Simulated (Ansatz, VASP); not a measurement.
**One calculation of Fe, two programs**

The input INCAR:

```
PREC     = Accurate       # precision mode
ENCUT    = 520            # plane-wave cutoff, eV
EDIFF    = 1E-6           # SCF threshold, eV
ISMEAR   = -1             # smearing method
SIGMA    = 0.05           # smearing width, eV
LREAL    = False          # projectors in reciprocal space
LASPH    = True           # aspherical terms in the spheres
NELM     = 150            # most SCF steps
ALGO     = Normal         # electronic algorithm
ISIF     = 2              # what is computed and relaxed
LWAVE    = False          # write WAVECAR
LCHARG   = True           # write CHGCAR
ISPIN    = 2              # spin polarisation
MAGMOM   = 2.276          # initial moments
LORBIT   = 11             # projections on sites
LMAXMIX  = 4              # l up to which the mixer works
GGA      = RE             # functional
LELF     = True           # ELF
LVHAR    = True         
NBANDS   = 14             # bands
```

KPOINTS

```
regular mesh
0
Gamma
  25 25 25
```

POSCAR

```
Fe
1.0
   -1.3872860883      1.3872860883      1.3872860883
    1.3872860883     -1.3872860883      1.3872860883
    1.3872860883      1.3872860883     -1.3872860883
Fe
1
Direct
    0.0000000000      0.0000000000      0.0000000000
```

Input for Ansatz:

```yaml
crystal:
  lattice:
    - [-1.3872860883, 1.3872860883, 1.3872860883]
    - [1.3872860883, -1.3872860883, 1.3872860883]
    - [1.3872860883, 1.3872860883, -1.3872860883]
  atoms:
    - { symbol: Fe, position: [0.0, 0.0, 0.0], spin: 2.276 }
hamiltonian:
  xc: revpbe
  pseudopotentials:
    kind: paw
    azcp:
      Fe: "pseudopotentials/Fe.paw.azcp"
basis:
  ecutwfc: 420
  fft_grid_basis: typed
kpoints:
  mp_grid: { grid: [25, 25, 25], shift: [0, 0, 0] }
magnetization:
  spin_polarized: true
scf:
  occupations: { method: fermi_dirac, width: 0.05 }
output:
  stress: true
```

Alike in both runs: task single point; functional revPBE; k mesh 25 × 25 × 25; occupations fermi-dirac, width 0.05 eV; collinear spin.

|  | VASP | Ansatz |
| --- | --- | --- |
| version | VASP 6.6.1 | Ansatz 0.2.0 |
| potentials or method | VASP PAW PBE potentials, release 64 (Fe), cutoff 520 eV | plane waves (420 eV) with PAW, scalar-relativistic |
| valence electrons in the cell | 8 | 16 |

```csv
,VASP,Ansatz,Ansatz less VASP
pressure (GPa),18.1,18.4,+0.32
net moment per atom (μB),2.11,2.09,-0.013
size of the moment on the site where the two differ most (μB),2.09,2.13,+0.041
```

VASP's potentials were made for PBE, not for revPBE. Site moments also hang on the region over which each program counts them. With one functional, cell and mesh, what is left measures potentials, basis and numerics. VASP's potentials hold 8 valence electrons a cell and Ansatz's 16, so a difference there can come from the potentials and not from the codes.
